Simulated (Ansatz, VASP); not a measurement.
# ZnBi3: VASP beside Ansatz

The input INCAR:

```
PREC = Accurate
ENCUT = 520
EDIFF = 1E-7
ISMEAR = -1
SIGMA = 0.05
LREAL = F
LASPH = T
NELM = 80
ALGO = Normal
ISIF = 2
LWAVE = F
LCHARG = T
GGA = PS
LELF = T
LVHAR = T
NBANDS = 36
```

File KPOINTS:

```
Automatic mesh
0
Gamma
  3 3 3
```

File POSCAR:

```
ZnBi3
1.0
    4.8731640000      0.0000000000      0.0000000000
    0.0000000000      4.8731640000      0.0000000000
    0.0000000000      0.0000000000      4.8731640000
Bi Zn
3 1
Direct
    0.5000000000      0.5000000000      0.0000000000
    0.5000000000      0.0000000000      0.5000000000
    0.0000000000      0.5000000000      0.5000000000
    0.0000000000      0.0000000000      0.0000000000
```

The input input.yaml:

```yaml
crystal:
  lattice:
    - [4.873164, 0.0, 0.0]
    - [0.0, 4.873164, 0.0]
    - [0.0, 0.0, 4.873164]
  atoms:
    - { symbol: Bi, position: [0.5, 0.5, 0.0] }
    - { symbol: Bi, position: [0.5, 0.0, 0.5] }
    - { symbol: Bi, position: [0.0, 0.5, 0.5] }
    - { symbol: Zn, position: [0.0, 0.0, 0.0] }
hamiltonian:
  xc: pbesol
  pseudopotentials: { kind: paw }
kpoints:
  mp_grid: { grid: [3, 3, 3] }
  band_path:
    path:
      - [[0.0, 0.0, 0.0], [0.0, 0.5, 0.0], [0.5, 0.5, 0.0], [0.0, 0.0, 0.0], [0.5, 0.5, 0.5], [0.0, 0.5, 0.0]]
      - [[0.5, 0.5, 0.0], [0.5, 0.5, 0.5]]
    npoints: 14
scf:
  occupations: { method: fermi_dirac, width: 0.05 }
  n_extra_bands: 10
output:
  forces: true
  stress: true
  eigenvalues: true
  fatbands: false
```

Alike in both runs: functional PBEsol; k mesh 3 × 3 × 3; occupations fermi-dirac, width 0.05 eV; no spin polarisation.

```csv
,VASP,Ansatz
version,VASP 6.6.1,Ansatz 0.2.0
potentials or method,"VASP PAW PBE potentials, release 64 (Bi_d, Zn)",Ansatz PAW
plane-wave cutoff (eV),520,420
valence electrons in the cell,57,57
task,single point,band structure
```

```tsv
	VASP	Ansatz	Ansatz less VASP
gap on the k mesh at the Fermi level (eV)	none	none	-
pressure (GPa)	-2.3	-2.3	+0.05
```

VASP's potentials were made for PBE, not for PBEsol. A gap of «none» marks a metal or a gap that the smearing closes. The functional is the same, so the differences come from potentials, cutoffs and numerics.

The k mesh is coarse, so the values compare programs but aren't converged. Neither program's run includes spin-orbit coupling.
